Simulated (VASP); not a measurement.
Crystal: Ga2GeO2.

```
Ga Ge O
1.0
     4.76555    0.00000    0.00000
     0.00000    4.76555    0.00000
     0.00000    0.00000    3.78800
Ga Ge O
2 1 2
Direct
  0.50000 0.00000 0.21273
  0.00000 0.50000 0.21273
  0.50000 0.50000 0.71985
  0.50000 0.00000 0.76018
  0.00000 0.50000 0.76018
```

| Property | Result |
| --- | --- |
| Program | VASP 6.6.1 |
| Task | relaxation of cell and atoms |
| Functional | PBE |
| Potentials or basis | VASP PAW PBE potentials, release 64 (Ga_d, Ge_d, O) |
| Cutoff | 600 eV |
| k mesh | 4 × 4 × 4 |
| Occupations | gaussian, width 0.1 eV |
| Spin | no spin polarisation |

At the start: pressure 9.1 GPa; volume 17.21 Å³/atom.

Task: How do energy, volume and symmetry change on relaxing?

Result: Over 39 steps the energy falls by 293.6 meV/atom and the volume is 15.23 Å³/atom (-11.5 %); space group P4mm (No. 99, to 0.05 Å).

The path:
```
step  energy change (eV)  largest force (eV/Å)  pressure (GPa)  volume (Å³)
   1              0.0000                3.4838            9.13        86.03
   2             -0.3072                0.3920           -6.03        98.36
   3             -0.6677                0.1719           -2.10        91.40
   4             -0.6718                0.1619           -1.75        91.11
   5             -0.6743                0.1991           -1.17        90.67
   6             -0.6742                0.1779           -1.45        90.76
   7             -0.6881                0.1515           -0.44        89.06
   8             -0.6886                0.1577            0.49        87.46
   9             -0.6900                0.1546            0.24        88.13
  10             -0.6979                0.1218           -0.11        87.57
  11             -0.7242                0.1749           -0.68        85.85
  12             -0.7666                0.1683           -0.68        82.33
  13             -1.0209                0.1192            0.93        75.01
  14             -0.1741                2.4002           23.46        59.69
  15             -1.0664                0.2488            2.43        73.03
  16             -1.0111                0.9373           10.08        66.51
  17             -1.0819                0.4372            4.99        70.44
  18             -1.0822                0.5080            6.33        69.28
  19             -1.0634                0.7059            8.07        67.90
  20             -1.0781                0.5634            7.05        68.71
  21             -1.0797                0.5864            7.07        68.66
  22             -1.0837                0.6533            7.18        68.51
  23             -1.0879                0.7732            7.41        68.19
  24             -1.0928                0.7741            7.27        68.26
  25             -1.1073                0.7769            6.90        68.47
  26             -1.1344                0.7814            6.17        68.89
  27             -1.1820                0.7874            4.76        69.73
  28             -1.2523                0.7912            2.11        71.43
  29             -1.3093                0.8920           -2.00        74.90
  30             -1.3444                0.7503           -1.63        74.95
  31             -1.4189                0.3445           -0.40        75.07
  32             -1.3954                0.7297            3.27        75.31
  33             -1.4387                0.1109            0.82        75.17
  34             -1.4470                0.1094            0.35        75.60
  35             -1.4566                0.1251           -0.81        76.67
  36             -1.4569                0.1380           -1.01        76.84
  37             -1.4632                0.0884           -0.40        76.51
  38             -1.4665                0.1229            0.35        76.06
  39             -1.4681                0.0283           -0.07        76.14
```

Final structure:
```cif
data_structure
_symmetry_space_group_name_H-M 'P 1'
_symmetry_Int_Tables_number 1
_cell_length_a 3.8370
_cell_length_b 3.8370
_cell_length_c 5.1713
_cell_angle_alpha 90.000
_cell_angle_beta 90.000
_cell_angle_gamma 90.000
_cell_volume 76.14
loop_
_atom_site_label
_atom_site_type_symbol
_atom_site_fract_x
_atom_site_fract_y
_atom_site_fract_z
_atom_site_occupancy
Ga1 Ga 0.50000 0.00000 0.28194 1
Ga2 Ga 0.00000 0.50000 0.28194 1
Ge1 Ge 0.50000 0.50000 0.78777 1
O1 O 0.50000 0.00000 0.65702 1
O2 O 0.00000 0.50000 0.65702 1
```

Caveat: the k points lie up to 0.41 Å⁻¹ apart in the final cell.
